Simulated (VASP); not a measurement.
# InSe (R3m) in VASP: settings compared

InSe is run at these levels: PBEsol, r2SCAN; tasks: single point.

Program: VASP 6.6.1. These are calculated values, not measurements. Logs are shortened: lines on timing, memory, paths and dates and some standing lists are left out, and cuts for length are marked.

**1. The cell of the first run**

Symmetry: R3m, No. 160, trigonal system. Conventional cell: a = 4.000 Å, b = 4.000 Å, c = 25.320 Å, α = 90.00°, β = 90.00°, γ = 120.00°. In (site symmetry 3m) has 3 Se at 2.64 Å and 1 In at 2.82 Å within 3.5 Å. In (site symmetry 3m) has 3 Se at 2.63 Å and 1 In at 2.82 Å within 3.5 Å. Se (site symmetry 3m) has 3 In at 2.64 Å within 3.5 Å. Se (site symmetry 3m) has 3 In at 2.63 Å within 3.5 Å.

**2. Single point, PBEsol**

The input, INCAR:

```
PREC = Accurate ; ENCUT = 500
EDIFF = 1E-6 ; ISMEAR = 0
SIGMA = 0.01 ; LREAL = False
LASPH = True ; NELM = 120
ALGO = Normal ; ISIF = 2
LWAVE = False ; LCHARG = True
GGA = PS ; LELF = True
LVHAR = True ; NBANDS = 27
GGA_COMPAT = False
```

The input, KPOINTS:

```
regular mesh
0
Gamma
  4 4 4
```

The input, POSCAR:

```
InSe
1.0
    2.0000000000      1.1547000000      8.4400000000
   -2.0000000000      1.1547000000      8.4400000000
    0.0000000000     -2.3094000000      8.4400000000
In Se
2 2
Direct
    0.0000000000      0.0000000000      0.0000000000
    0.1114000000      0.1114000000      0.1114000000
    0.6165000000      0.6165000000      0.6165000000
    0.8281000000      0.8281000000      0.8281000000
```

Potentials or basis: VASP PAW PBE potentials, release 64 (In_d, Se).

Run with:

```bash
$ cat potpaw_PBE.64/In_d/POTCAR potpaw_PBE.64/Se/POTCAR > POTCAR
$ mpirun -np 1 vasp_std > vasp.out
```

OUTCAR:

```text
PREC = Accurate
   ENCUT = 500
   EDIFF = 1E-6
   ISMEAR = 0
   LREAL = False
   LASPH = True
   NELM = 120
   ISIF = 2
   GGA = PS

 ion  position               nearest neighbor table
   1  0.000  0.000  0.000-   3 2.64   3 2.64   3 2.64   2 2.82
   2  0.111  0.111  0.111-   4 2.63   4 2.63   4 2.63   1 2.82
   3  0.617  0.617  0.617-   1 2.64   1 2.64   1 2.64
   4  0.828  0.828  0.828-   2 2.63   2 2.63   2 2.63

  LATTYP: Found a trigonal (rhomboedric) cell.
 ALAT       =     8.7502532586
 COS(alpha) =     0.8955162525

  Lattice vectors:

 A1 = (   2.0000000000,   1.1547000000,   8.4400000000)
 A2 = (  -2.0000000000,   1.1547000000,   8.4400000000)
 A3 = (   0.0000000000,  -2.3094000000,   8.4400000000)

Analysis of symmetry for initial positions (statically):
=====================================================================
 Subroutine PRICEL returns:
 Original cell was already a primitive cell.

 Routine SETGRP: Setting up the symmetry group for a
 trigonal (rhombohedral) supercell.

 Subroutine GETGRP returns: Found  6 space group operations
 (whereof  6 operations were pure point group operations)
 out of a pool of 12 trial point group operations.

The static configuration has the point symmetry C_3v.

Analysis of symmetry for dynamics (positions and initial velocities):
=====================================================================
 Subroutine PRICEL returns:
 Original cell was already a primitive cell.

 Routine SETGRP: Setting up the symmetry group for a
 trigonal (rhombohedral) supercell.

 Subroutine GETGRP returns: Found  6 space group operations
 (whereof  6 operations were pure point group operations)
 out of a pool of 12 trial point group operations.

The dynamic configuration has the point symmetry C_3v.

 Subroutine INISYM returns: Found  6 space group operations
 (whereof  6 operations are pure point group operations),
 and found     1 'primitive' translations

----------------------------------------------------------------------------------------

                                     Primitive cell

  volume of cell :     116.9480

  direct lattice vectors                    reciprocal lattice vectors
     2.000000000  1.154700000  8.440000000     0.250000000  0.144337635  0.039494471
    -2.000000000  1.154700000  8.440000000    -0.250000000  0.144337635  0.039494471
     0.000000000 -2.309400000  8.440000000     0.000000000 -0.288675269  0.039494471

  length of vectors
     8.750253259  8.750253259  8.750253045     0.291364318  0.291364318  0.291364418

  position of ions in fractional coordinates (direct lattice)
     0.000000000  0.000000000  0.000000000
     0.111400000  0.111400000  0.111400000
     0.616500000  0.616500000  0.616500000
     0.828100000  0.828100000  0.828100000

  ion indices of the primitive-cell ions
   primitive index   ion index
                 1           1
                 2           2
                 3           3
                 4           4

----------------------------------------------------------------------------------------

 KPOINTS: regular mesh

Automatic generation of k-mesh.
 Grid dimensions read from file:
 generate k-points for:    4    4    4

 Generating k-lattice:

  Cartesian coordinates                     Fractional coordinates (reciprocal lattice)
     0.062500000  0.036084409  0.009873618     0.250000000  0.000000000  0.000000000
    -0.062500000  0.036084409  0.009873618     0.000000000  0.250000000  0.000000000
     0.000000000 -0.072168817  0.009873618     0.000000000  0.000000000  0.250000000

  Length of vectors
     0.072841080  0.072841080  0.072841105

  Shift w.r.t. Gamma in fractional coordinates (k-lattice)
     0.000000000  0.000000000  0.000000000

 Subroutine IBZKPT returns following result:
 ===========================================

 Found     13 irreducible k-points:

 Following reciprocal coordinates:
            Coordinates               Weight
  0.000000  0.000000  0.000000      1.000000
  0.250000  0.000000  0.000000      6.000000
  0.500000  0.000000  0.000000      3.000000
  0.250000  0.250000  0.000000      6.000000
  0.500000  0.250000  0.000000     12.000000
 -0.250000  0.250000  0.000000      6.000000
  0.500000  0.500000  0.000000      3.000000
  0.250000  0.250000  0.250000      2.000000
  0.500000  0.250000  0.250000      6.000000
 -0.250000  0.250000  0.250000      6.000000
  0.500000  0.500000  0.250000      6.000000
 -0.250000  0.500000  0.250000      6.000000
  0.500000  0.500000  0.500000      1.000000
   k-points           NKPTS =     13   k-points in BZ     NKDIM =     13   number of bands    NBANDS=     27
   number of dos      NEDOS =    301   number of ions     NIONS =      4
   total plane-waves  NPLWV = 262144
   dimension x,y,z NGX =    64 NGY =   64 NGZ =   64
   dimension x,y,z NGXF=   128 NGYF=  128 NGZF=  128
   ions per type =               2   2
   NGX,Y,Z   is equivalent  to a cutoff of  12.16, 12.16, 12.16 a.u.
   NGXF,Y,Z  is equivalent  to a cutoff of  24.32, 24.32, 24.32 a.u.
 SYSTEM =  unknown system
   PREC   = accura    normal or accurate (medium, high low for compatibility)
   ISTART =      0    job   : 0-new  1-cont  2-samecut
   ICHARG =      2    charge: 1-file 2-atom 10-const
   ISPIN  =      1    spin polarized calculation?
   LNONCOLLINEAR =      F non collinear calculations
   LSORBIT =      F    spin-orbit coupling
   LASPH  =      T    aspherical Exc in radial PAW
   ENCUT  =  500.0 eV  36.75 Ry    6.06 a.u.  15.95 15.95 15.95*2*pi/ulx,y,z
   NELM   =    120;   NELMIN=  2; NELMDL= -5     # of ELM steps
   EDIFF  = 0.1E-05   stopping-criterion for ELM
   LREAL  =      F    real-space projection
   EDIFFG = 0.1E-04   stopping-criterion for IOM
   NSW    =      0    number of steps for IOM
   IBRION =     -1    ionic relax: 0-MD 1-quasi-New 2-CG
   NFREE  =      0    steps in history (QN), initial steepest desc. (CG)
   ISIF   =      2    stress and relaxation
   ISYM   =      2    0-nonsym 1-usesym 2-fastsym
   POTIM  = 0.5000    time-step for ionic-motion
   TEBEG  =    0.0;   TEEND  =   0.0 temperature during run
   PSTRESS=    0.0 pullay stress
   NELECT =      38.0000    total number of electrons
   NUPDOWN=      -1.0000    fix difference up-down
   EMIN   =  10.00;   EMAX   =-10.00  energy-range for DOS
   EFERMI =   0.00;   METHOD = LEGACY
   ISMEAR =     0;   SIGMA  =   0.01  broadening in eV -4-tet -1-fermi 0-gaus
   EFERMI_NEDOS =   21; number of points for ismear=-14 and -15
   IALGO  =     38    algorithm
   IMIX   =      4    mixing-type and parameters
     AMIX     =   0.40;   BMIX     =  1.00
     AMIX_MAG =   1.60;   BMIX_MAG =  1.00
  volume/ion in A,a.u.               =      29.24       197.30
  Fermi-wavevector in a.u.,A,eV,Ry     =   1.125482  2.126852 17.234621  1.266709
  Thomas-Fermi vector in A             =   2.262159
   LORBIT       =      0    0 simple, 1 ext, 2 COOP (PROOUT), +10 PAW based schemes
   GGA     = PS    functional components
   LHFCALC =     F    Hartree Fock is set to
   AEXX    =    0.0000 exact exchange contribution
   IVDW    =     0    specifies the selected vdW correction
   LEPSILON=     F    determine dielectric tensor
   LRPA    =     F    only Hartree local field effects (RPA)
 non-spin polarized calculation
 Gauss-broadening in eV      SIGMA  =   0.01
  energy-cutoff  :      500.00
  volume of cell :      116.95
 maximum number of plane-waves:      3012
   NGX = 31   NGY = 31   NGZ = 31

 number of electron      38.0000005 magnetization

 Free energy of the ion-electron system (eV)
  ---------------------------------------------------
  ext. energy  EPLUGINS =         0.00000000
  ---------------------------------------------------
  free energy    TOTEN  =       -15.51205758 eV

  energy without entropy =      -15.51205758  energy(sigma->0) =      -15.51205758

 E-fermi :   4.0812     XC(G=0):  -9.0919

 val. band max:        3.9884235470   @ k =   0.5000   0.5000   0.5000
 cond. band min:       4.3143482378   @ k =   0.5000   0.5000   0.5000
 fundamental gap:      0.3259246909
 Fermi energy:         4.0812342345

 k-point     1 :       0.0000    0.0000    0.0000
  band No.  band energies     occupation
      1     -10.7478      2.00000
      2     -10.5732      2.00000
      3     -10.5732      2.00000
      4     -10.4993      2.00000
      5     -10.4993      2.00000
      6     -10.4767      2.00000
[... 19 lines left out ...]
     26       9.4029      0.00000
     27      11.3914      0.00000

 k-point     2 :       0.2500    0.0000    0.0000
  band No.  band energies     occupation
      1     -10.8153      2.00000
      2     -10.6971      2.00000
      3     -10.6802      2.00000
      4     -10.5653      2.00000
      5     -10.4914      2.00000
      6     -10.4603      2.00000
[... 19 lines left out ...]
     26      10.3293      0.00000
     27      10.6103      0.00000

 k-point     3 :       0.5000    0.0000    0.0000
  band No.  band energies     occupation
      1     -10.9240      2.00000
      2     -10.8236      2.00000
      3     -10.6768      2.00000
      4     -10.5657      2.00000
      5     -10.5057      2.00000
      6     -10.4227      2.00000
[... 19 lines left out ...]
     26      10.3300      0.00000
     27      10.8726      0.00000

 k-point     4 :       0.2500    0.2500    0.0000
  band No.  band energies     occupation
      1     -10.8128      2.00000
      2     -10.7011      2.00000
      3     -10.6787      2.00000
      4     -10.5655      2.00000
      5     -10.4914      2.00000
      6     -10.4602      2.00000
[... 19 lines left out ...]
     26      10.4063      0.00000
     27      10.6336      0.00000
[... 186 lines left out ...]
      4     -10.5656      2.00000
      5     -10.4913      2.00000
      6     -10.4601      2.00000
[... 19 lines left out ...]
     26      10.5394      0.00000
     27      10.9378      0.00000

 k-point    12 :      -0.2500    0.5000    0.2500
  band No.  band energies     occupation
      1     -10.8998      2.00000
      2     -10.8216      2.00000
      3     -10.6763      2.00000
      4     -10.5815      2.00000
      5     -10.4860      2.00000
      6     -10.4383      2.00000
[... 19 lines left out ...]
     26      10.6443      0.00000
     27      10.9970      0.00000

 k-point    13 :       0.5000    0.5000    0.5000
  band No.  band energies     occupation
      1     -10.7474      2.00000
      2     -10.5735      2.00000
      3     -10.5735      2.00000
      4     -10.4992      2.00000
      5     -10.4992      2.00000
      6     -10.4767      2.00000
[... 19 lines left out ...]
     26       9.5728      0.00000
     27      11.8601      0.00000

------------------------ aborting loop because EDIFF is reached ----------------------------------------

  FORCE on cell =-STRESS in cart. coord.  units (eV):
  Direction    XX          YY          ZZ          XY          YZ          ZX
  --------------------------------------------------------------------------------------
  -------------------------------------------------------------------------------------
  Total        0.6936468      0.6936462     -0.3871824      0.0000000      0.0000000      0.0000000
  in kB        9.5028995      9.5028906     -5.3043643      0.0000000      0.0000000      0.0000000
  external PRESSURE =       4.5671419 kB  Pullay stress =       0.0000000 kB

 VOLUME and BASIS-vectors are now :
 -----------------------------------------------------------------------------
  energy-cutoff  :      500.00
  volume of cell :      116.95
      direct lattice vectors                 reciprocal lattice vectors
     2.000000000  1.154700000  8.440000000     0.250000000  0.144337635  0.039494471
    -2.000000000  1.154700000  8.440000000    -0.250000000  0.144337635  0.039494471
     0.000000000 -2.309400000  8.440000000     0.000000000 -0.288675269  0.039494471

 POSITION                                       TOTAL-FORCE (eV/Angst)
 -----------------------------------------------------------------------------------
      0.00000      0.00000      0.00000         0.000000     -0.000000      0.289810
      0.00000      0.00000      2.82065         0.000000      0.000000     -0.306057
      0.00000      0.00000     15.60978         0.000000      0.000000     -0.096911
      0.00000      0.00000     20.96749         0.000000      0.000000      0.113158
 -----------------------------------------------------------------------------------
    total drift:                               -0.000000      0.000021      0.000713

  FREE ENERGIE OF THE ION-ELECTRON SYSTEM (eV)
  ---------------------------------------------------
  free  energy   TOTEN  =       -15.5120575778 eV

  energy  without entropy=      -15.5120575778  energy(sigma->0) =      -15.51205758
```

Run time: 2.6 min. Hardware: 1 thread of Intel Xeon 8259CL, shared host; peak memory 0.52 GiB.

What came out:

| Quantity | Value |
| --- | --- |
| Free energy | -15.5121 eV |
| Pressure | 0.5 GPa |
| Largest force | 0.306 eV/Å |
| Band gap on the k mesh | 0.33 eV |

Forces on the atoms (eV/Å):
```
In   0.000  0.000  0.290
In   0.000  0.000 -0.306
Se   0.000  0.000 -0.097
Se   0.000  0.000  0.113
```

Levels at points of the mesh, in eV from the valence-band top:
| k point | band 15 | band 16 | band 17 | band 18 | band 19 | band 20 | band 21 | band 22 | band 23 | band 24 |
| --- | --- | --- | --- | --- | --- | --- | --- | --- | --- | --- |
| (0.00, 0.00, 0.00) | -1.55 | -1.30 | -1.30 | -1.21 | -1.21 | 1.62 | 1.98 | 4.34 | 4.34 | 5.10 |
| (0.50, 0.00, 0.00) | -3.50 | -2.41 | -2.35 | -2.25 | -1.69 | 1.12 | 1.90 | 3.54 | 3.89 | 4.77 |
| (0.50, 0.50, 0.00) | -3.26 | -2.68 | -2.51 | -2.06 | -1.52 | 1.10 | 1.90 | 3.19 | 3.51 | 4.35 |
| (0.50, 0.50, 0.50) | -1.37 | -1.37 | -1.13 | -1.13 | 0.00 | 0.33 | 2.04 | 4.26 | 4.26 | 5.54 |

Caveat: the k points lie up to 0.46 Å⁻¹ apart; the PAW data sets were made with another functional, which shifts forces and pressure a little; spin-orbit coupling is left out, which moves the levels of the heavy elements. A k mesh can miss the band edges.

**3. Single point, r2SCAN**

POSCAR is that of step 2.

The input, INCAR.step1:

```
PREC = Accurate ; ENCUT = 550
ISMEAR = 0 ; SIGMA = 0.01
LREAL = F ; LASPH = T
NELM = 120 ; NBANDS = 27
GGA = PE ; ALGO = Normal
EDIFF = 1E-5 ; LWAVE = T
LCHARG = F ; GGA_COMPAT = F
```

The input, INCAR.step2:

```
PREC = Accurate ; ENCUT = 550
EDIFF = 1E-6 ; ISMEAR = 0
SIGMA = 0.01 ; LREAL = F
LASPH = T ; NELM = 120
ALGO = Normal ; ISIF = 2
LWAVE = F ; LCHARG = F
METAGGA = R2SCAN ; LMIXTAU = T
NBANDS = 27 ; ISTART = 1
GGA_COMPAT = F
```

The input, KPOINTS:

```
Automatic mesh
0
Gamma
  4 4 4
```

Potentials or basis: VASP PAW PBE potentials, release 64 (In_d, Se).

Run with:

```bash
$ cat potpaw_PBE.64/In_d/POTCAR potpaw_PBE.64/Se/POTCAR > POTCAR
$ cp INCAR.step1 INCAR
$ mpirun -np 1 vasp_std > vasp.out
$ cp INCAR.step2 INCAR
$ mpirun -np 1 vasp_std > vasp.out
```

OUTCAR:

```text
PREC = Accurate
   ENCUT = 550
   EDIFF = 1E-6
   ISMEAR = 0
   LREAL = F
   LASPH = T
   NELM = 120
   ISIF = 2
   METAGGA = R2SCAN
   ISTART = 1

 ion  position               nearest neighbor table
   1  0.000  0.000  0.000-   3 2.64   3 2.64   3 2.64   2 2.82
   2  0.111  0.111  0.111-   4 2.63   4 2.63   4 2.63   1 2.82
   3  0.617  0.617  0.617-   1 2.64   1 2.64   1 2.64
   4  0.828  0.828  0.828-   2 2.63   2 2.63   2 2.63

  LATTYP: Found a trigonal (rhomboedric) cell.
[... 576 lines left out ...]
  Direction    XX          YY          ZZ          XY          YZ          ZX
  --------------------------------------------------------------------------------------
  -------------------------------------------------------------------------------------
  Total        1.2946647      1.2946635      0.2039004     -0.0000000     -0.0000000      0.0000000
  in kB       17.7367905     17.7367739      2.7934177     -0.0000000     -0.0000000      0.0000000
  external PRESSURE =      12.7556607 kB  Pullay stress =       0.0000000 kB

 VOLUME and BASIS-vectors are now :
 -----------------------------------------------------------------------------
  energy-cutoff  :      550.00
  volume of cell :      116.95
      direct lattice vectors                 reciprocal lattice vectors
     2.000000000  1.154700000  8.440000000     0.250000000  0.144337635  0.039494471
    -2.000000000  1.154700000  8.440000000    -0.250000000  0.144337635  0.039494471
     0.000000000 -2.309400000  8.440000000     0.000000000 -0.288675269  0.039494471

 POSITION                                       TOTAL-FORCE (eV/Angst)
 -----------------------------------------------------------------------------------
      0.00000      0.00000      0.00000         0.000000     -0.000000      0.226314
      0.00000      0.00000      2.82065         0.000000      0.000000     -0.242273
      0.00000      0.00000     15.60978         0.000000     -0.000000     -0.036777
      0.00000      0.00000     20.96749         0.000000      0.000000      0.052736
 -----------------------------------------------------------------------------------
    total drift:                               -0.000000      0.000020      0.000044

  FREE ENERGIE OF THE ION-ELECTRON SYSTEM (eV)
  ---------------------------------------------------
  free  energy   TOTEN  =       -76.3916179976 eV

  energy  without entropy=      -76.3916179976  energy(sigma->0) =      -76.39161800
```

OSZICAR.step1:

```text
N       E                     dE             d eps       ncg     rms          rms(c)
DAV:   1     0.344553796857E+03    0.34455E+03   -0.17772E+04   702   0.159E+03
DAV:   2     0.272261375506E+02   -0.31733E+03   -0.30780E+03   710   0.398E+02
DAV:   3    -0.126308073780E+02   -0.39857E+02   -0.39275E+02   882   0.148E+02
DAV:   4    -0.144557227903E+02   -0.18249E+01   -0.18202E+01   851   0.323E+01
DAV:   5    -0.145290274922E+02   -0.73305E-01   -0.73291E-01  1051   0.637E+00    0.668E+00
DAV:   6    -0.140773523049E+02    0.45168E+00   -0.86785E-01   987   0.149E+01    0.412E+00
DAV:   7    -0.140617911067E+02    0.15561E-01   -0.38142E-01   952   0.417E+00    0.124E+00
DAV:   8    -0.140611637212E+02    0.62739E-03   -0.33085E-02  1007   0.200E+00    0.581E-01
DAV:   9    -0.140624929026E+02   -0.13292E-02   -0.60819E-03   869   0.608E-01    0.149E-01
DAV:  10    -0.140625695324E+02   -0.76630E-04   -0.39382E-04   972   0.141E-01    0.806E-02
DAV:  11    -0.140626964043E+02   -0.12687E-03   -0.16286E-04   736   0.965E-02    0.202E-02
DAV:  12    -0.140626979126E+02   -0.15083E-05   -0.11313E-05   588   0.280E-02
   1 F= -.14062698E+02 E0= -.14062698E+02  d E =-.652659E-32
```

It took 22 min on 1 thread of Intel Xeon 8259CL, shared host; peak memory 0.78 GiB.

Results:

| Quantity | Value |
| --- | --- |
| Free energy | -76.3916 eV |
| Pressure | 1.3 GPa |
| Largest force | 0.242 eV/Å |
| Band gap on the k mesh | 0.86 eV |

Forces in eV/Å, atoms in the order of the input:
```
In   0.000  0.000  0.226
In   0.000  0.000 -0.242
Se   0.000  0.000 -0.037
Se   0.000  0.000  0.053
```

Levels at points of the mesh, in eV from the valence-band top:
```csv
k point,band 15,band 16,band 17,band 18,band 19,band 20,band 21,band 22,band 23,band 24
"(0.00, 0.00, 0.00)",-1.51,-1.37,-1.37,-1.28,-1.28,2.05,2.57,4.73,4.73,5.64
"(0.50, 0.00, 0.00)",-3.56,-2.44,-2.43,-2.33,-1.72,1.48,2.29,4.00,4.35,5.12
"(0.50, 0.50, 0.00)",-3.31,-2.73,-2.60,-2.14,-1.55,1.50,2.25,3.66,3.97,4.71
"(0.50, 0.50, 0.50)",-1.44,-1.44,-1.20,-1.20,0.00,0.86,2.62,4.65,4.65,6.07
```

Caveat: the k points lie up to 0.46 Å⁻¹ apart; the PAW data sets were made with another functional, which shifts forces and pressure a little; spin-orbit coupling is left out, which moves the levels of the heavy elements.
